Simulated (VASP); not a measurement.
Wanted: the native input for a VASP 6.6.1 run.

* Task: single point
* Functional: PBE
* Potentials or basis: VASP PAW PBE potentials, release 64 (In_d, As)
* Cutoff: 500 eV
* k mesh: 8 × 8 × 3
* Occupations: gaussian, width 0.2 eV
* Spin: no spin polarisation
* Dipole correction: no
* Further INCAR settings: ALGO = Normal; EDIFF = 1e-06; NBANDS = 16

The structure of InAs lies in POSCAR:

```
InAs
1.0
    3.0246813684      0.0000000000      0.0000000000
   -1.5123406842      2.6194509034      0.0000000000
    0.0000000000      0.0000000000      5.8370890624
In As
1 1
Direct
    0.0000000000      0.0000000000      0.3720115924
    0.0000000000      0.0000000000      0.8719901876
```

The input as run:

INCAR

```
SYSTEM = InAs
PREC = Accurate ; ENCUT = 500
EDIFF = 1E-6 ; ISMEAR = 0
SIGMA = 0.2 ; LREAL = .False.
LASPH = .True. ; NELM = 120
ALGO = Normal ; ISIF = 2
LWAVE = .False. ; LCHARG = .False.
GGA = PE ; NBANDS = 16
GGA_COMPAT = .False.
```

KPOINTS

```
regular mesh
0
Gamma
  8 8 3
  0 0 0
```

Potentials or basis: VASP PAW PBE potentials, release 64 (In_d, As).

Command:

```bash
$ cat potpaw_PBE.64/In_d/POTCAR potpaw_PBE.64/As/POTCAR > POTCAR
$ mpirun -np 1 vasp_std > vasp.out
```

Results of the run:

* Pressure: 0.0 GPa
* Band gap on the k mesh: zero (band 9 reaches 11.59 eV, above the bottom of band 10 at 4.88 eV)

Caveat: spin-orbit coupling is left out, which moves the levels of the heavy elements.

Run time: 5.5 s on 1 thread of Intel(R) Xeon(R) 6975P-C (Granite Rapids), with other jobs on the host, peak memory 0.17 GiB.
